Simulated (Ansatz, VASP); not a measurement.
# MgS: VASP beside Ansatz

```
Mg S
1.0
    -0.01596    2.58126    2.59658
     2.58126   -0.01596    2.59658
     2.56530    2.56530    0.00000
Mg S
1 1
Direct
  0.00000 0.00000 0.00000
  0.50000 0.50000 0.50000
```

Alike in both runs: task single point; functional PBEsol; k mesh 6 × 6 × 6; no spin polarisation.

|  | VASP | Ansatz |
| --- | --- | --- |
| version | VASP 6.6.1 | Ansatz 0.2.0 |
| potentials or method | VASP PAW PBE potentials, release 64 (Mg, S), cutoff 600 eV | scalar-relativistic, all-electron LAPW |
| occupations | gaussian, width 0.01 eV | fixed |

```csv
,VASP,Ansatz,Ansatz less VASP
gap on the k mesh at the Fermi level (eV),2.68,2.68,-0.001
least direct gap on the mesh (eV),3.68,3.68,+0.001
pressure (GPa),0.3,0.4,+0.17
"traceless stress, the component that is largest in VASP (GPa)",0.68,0.68,0.000
```

VASP's potentials were made for PBE, not for PBEsol. Ansatz ran all-electron here, and VASP with PAW potentials.
